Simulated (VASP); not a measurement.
# SnSe2 (P-3m1) in VASP: a series of runs, part 2 of 2

VASP 6.6.1. The steps go on from the part before.

## 3. Relaxation of cell and atoms, PBE+D3(BJ)

This run uses another cell than the first one, of 25.73 Å³/atom.

Input file INCAR:

```
SYSTEM = SnSe2
  PREC = Accurate
  ENCUT = 500
  EDIFF = 1E-7
  ISMEAR = 0
  SIGMA = 0.01
  LREAL = .False.
  LASPH = .True.
  NELM = 120
  ALGO = Normal
  ISIF = 3
  LWAVE = .False.
  LCHARG = .False.
  GGA = PE
  IVDW = 12
  IBRION = 2
  NSW = 80
  EDIFFG = -0.001
  GGA_COMPAT = .False.
  NELMIN = 4
```

Input file KPOINTS:

```
regular mesh
0
Gamma
  12 12 8
  0 0 0
```

Input file POSCAR:

```
SnSe2
1.0
    3.8110000000      0.0000000000      0.0000000000
   -1.9055000000      3.3004228138      0.0000000000
    0.0000000000      0.0000000000      6.1360000000
Sn Se
1 2
Direct
    0.0000000000      0.0000000000      0.0000000000
    0.3333333333      0.6666666667      0.2490000000
    0.6666666667      0.3333333333      0.7510000000
```

Potentials or basis: VASP PAW PBE potentials, release 64 (Sn_d, Se).

Started as:

```console
cat potpaw_PBE.64/Sn_d/POTCAR potpaw_PBE.64/Se/POTCAR > POTCAR
mpirun -np 1 vasp_std > vasp.out
```

OUTCAR:

```text
SYSTEM = SnSe2
   PREC = Accurate
   ENCUT = 500
   EDIFF = 1E-7
   ISMEAR = 0
   LREAL = .False.
   LASPH = .True.
   NELM = 120
   ISIF = 3
   GGA = PE
   IVDW = 12
   IBRION = 2
   NSW = 80
   EDIFFG = -0.001
   NELMIN = 4
 IVDW          = 12

 ion  position               nearest neighbor table
   1  0.000  0.000  0.000-   2 2.68   3 2.68   2 2.68   3 2.68   3 2.68   2 2.68
   2  0.333  0.667  0.249-   1 2.68   1 2.68   1 2.68
   3  0.667  0.333  0.751-   1 2.68   1 2.68   1 2.68

  LATTYP: Found a hexagonal cell.
 ALAT       =     3.8110000000
 C/A-ratio  =     1.6100760955

  Lattice vectors:

 A1 = (   3.8110000000,   0.0000000000,   0.0000000000)
 A2 = (  -1.9055000000,   3.3004228138,   0.0000000000)
 A3 = (   0.0000000000,   0.0000000000,   6.1360000000)

Analysis of symmetry for initial positions (statically):
=====================================================================
 Subroutine PRICEL returns:
 Original cell was already a primitive cell.

 Routine SETGRP: Setting up the symmetry group for a
 hexagonal supercell.

 Subroutine GETGRP returns: Found 12 space group operations
 (whereof 12 operations were pure point group operations)
 out of a pool of 24 trial point group operations.

The static configuration has the point symmetry D_3d.

Analysis of symmetry for dynamics (positions and initial velocities):
=====================================================================
 Subroutine PRICEL returns:
 Original cell was already a primitive cell.

 Routine SETGRP: Setting up the symmetry group for a
 hexagonal supercell.

 Subroutine GETGRP returns: Found 12 space group operations
 (whereof 12 operations were pure point group operations)
 out of a pool of 24 trial point group operations.

The dynamic configuration has the point symmetry D_3d.

 Subroutine INISYM returns: Found 12 space group operations
 (whereof 12 operations are pure point group operations),
 and found     1 'primitive' translations

----------------------------------------------------------------------------------------

                                     Primitive cell

  volume of cell :      77.1781

  direct lattice vectors                    reciprocal lattice vectors
[... 114 lines left out ...]
   GGA     = PE    functional components
   LHFCALC =     F    Hartree Fock is set to
   AEXX    =    0.0000 exact exchange contribution
   IVDW    =    12    specifies the selected vdW correction
   LEPSILON=     F    determine dielectric tensor
   LRPA    =     F    only Hartree local field effects (RPA)
 conjugate gradient relaxation of ions
 non-spin polarized calculation
 Gauss-broadening in eV      SIGMA  =   0.01
  energy-cutoff  :      500.00
  volume of cell :       77.18
 maximum number of plane-waves:      1977
   NGX = 13   NGY = 13   NGZ = 23

--------------------------------------- Ionic step        1  -------------------------------------------

 number of electron      26.0000006 magnetization

 Free energy of the ion-electron system (eV)
  ---------------------------------------------------
  ext. energy  EPLUGINS =         0.00000000
  ---------------------------------------------------
  free energy    TOTEN  =       -11.74801059 eV

  energy without entropy =      -11.74801059  energy(sigma->0) =      -11.74801059

------------------------ aborting loop because EDIFF is reached ----------------------------------------

 Edisp (eV)   -1.08284

 E8    (eV) :    -0.4736
[... 108 lines left out ...]
  FREE ENERGIE OF THE ION-ELECTRON SYSTEM (eV)
  ---------------------------------------------------
  free  energy   TOTEN  =       -12.8823892790 eV

  energy  without entropy=      -12.8823892790  energy(sigma->0) =      -12.88238928

 E-fermi :   4.0611     XC(G=0):  -9.3776

 val. band max:        3.9377532678   @ k =   0.1667  -0.0000   0.1250
 cond. band min:       4.5340067829   @ k =   0.5000   0.0000   0.3750
 fundamental gap:      0.5962535151
 Fermi energy:         4.0611312163

 k-point     1 :       0.0000    0.0000    0.0000
  band No.  band energies     occupation
      1     -17.2987      2.00000
      2     -17.2987      2.00000
      3     -17.2607      2.00000
      4     -17.2501      2.00000
      5     -17.2501      2.00000
      6      -9.7943      2.00000
[... 459 lines left out ...]
      6      -9.5081      2.00000
[... 9 lines left out ...]
     16       8.8107      0.00000
     17       9.1091      0.00000

 [... further k-points ...]

[... ionic steps 4 to 18 ...]

--------------------------------------- Ionic step       19  -------------------------------------------

 number of electron      26.0000015 magnetization

------------------------ aborting loop because EDIFF is reached ----------------------------------------
[... 77 lines left out ...]
--------------------------------------- Ionic step       21  -------------------------------------------

 number of electron      26.0000015 magnetization

 Free energy of the ion-electron system (eV)
  ---------------------------------------------------
  ext. energy  EPLUGINS =         0.00000000
  ---------------------------------------------------
  free energy    TOTEN  =       -11.80687416 eV

  energy without entropy =      -11.80687416  energy(sigma->0) =      -11.80687416

 E-fermi :   4.5151     XC(G=0):  -9.5649

 val. band max:        4.4535673053   @ k =   0.0833   0.0833   0.0000
 cond. band min:       4.8102143665   @ k =   0.0000   0.4167   0.3750
 fundamental gap:      0.3566470612
 Fermi energy:         4.5151279065

 k-point     1 :       0.0000    0.0000    0.0000
  band No.  band energies     occupation
      1     -16.9725      2.00000
      2     -16.9725      2.00000
      3     -16.9387      2.00000
      4     -16.9275      2.00000
      5     -16.9275      2.00000
      6      -9.5078      2.00000
[... 505 lines left out ...]
  FREE ENERGIE OF THE ION-ELECTRON SYSTEM (eV)
  ---------------------------------------------------
  free  energy   TOTEN  =       -12.8987297910 eV

  energy  without entropy=      -12.8987297910  energy(sigma->0) =      -12.89872979

 reached required accuracy - stopping structural energy minimisation
```

CONTCAR:

```text
SnSe2
   1.00000000000000
     3.8411297639216588    0.0000000000000000    0.0000000000000001
    -1.9205648819608294    3.3265159547656786   -0.0000000000000000
    -0.0000000000000000    0.0000000000000000    6.0049953790970809
  Sn              Se
     1     2
Direct
     0.0000000000000000    0.0000000000000000    0.0000000000000000
     0.3333333332999970    0.6666666667000030    0.2655481651699026
     0.6666666667000030    0.3333333332999970    0.7344518348300972

  0.00000000E+00  0.00000000E+00  0.00000000E+00
  0.00000000E+00  0.00000000E+00  0.00000000E+00
  0.00000000E+00  0.00000000E+00  0.00000000E+00
```

Run time: 37 min. Hardware: 1 thread of Oxide Virtual Turin-like, shared host; peak memory 0.3 GiB.

What came out:

```
Free energy                           : -12.8987 eV
Relaxed volume                        : 25.58 Å³/atom
Relaxed cell                          : a = 3.841 Å, b = 3.841 Å, c = 6.005 Å, α = 90.00°, β = 90.00°, γ = 120.00°
Space group after relaxing (to 0.1 Å) : P-3m1 (No. 164)
Energy gained by relaxing             : 22.6 meV/atom
Ionic steps                           : 21
Pressure after relaxing               : 0.0 GPa
Band gap on the k mesh                : 0.36 eV (least direct gap 0.80 eV)
Dispersion energy per atom            : -0.364 eV
```

Step by step:
```tsv
step	energy change (eV)	largest force (eV/Å)	pressure (GPa)	volume (Å³)
1	0.0000	0.8185	3.30	77.18
2	-0.0201	0.2855	-2.86	83.24
3	-0.0515	0.1646	-0.44	80.48
4	-0.0515	0.1764	-0.38	80.41
5	-0.0556	0.1284	-0.23	79.86
6	-0.0576	0.0598	-0.01	79.09
7	-0.0597	0.0496	-0.02	78.80
8	-0.0647	0.0199	-0.04	77.91
9	-0.0673	0.0379	0.10	76.11
10	-0.0677	0.0180	0.05	76.64
11	-0.0677	0.0198	0.05	76.59
12	-0.0678	0.0124	-0.07	76.90
13	-0.0679	0.0023	-0.03	76.76
14	-0.0679	0.0155	0.09	76.65
15	-0.0679	0.0018	0.01	76.73
16	-0.0679	0.0011	0.00	76.74
17	-0.0679	0.0012	0.00	76.74
18	-0.0679	0.0010	-0.01	76.73
19	-0.0679	0.0011	0.00	76.73
20	-0.0679	0.0011	0.00	76.74
21	-0.0679	0.0007	0.00	76.73
```

Final structure:
```
CELL_PARAMETERS angstrom
3.84113 0.00000 0.00000
-1.92056 3.32652 0.00000
0.00000 0.00000 6.00500
ATOMIC_POSITIONS crystal
Sn 0.00000 0.00000 0.00000
Se 0.33333 0.66667 0.26555
Se 0.66667 0.33333 0.73445
```

Caveat: semilocal functionals underestimate gaps, and a narrow one can read as zero; spin-orbit coupling is left out, which moves the levels of the heavy elements. A k mesh can miss the band edges.
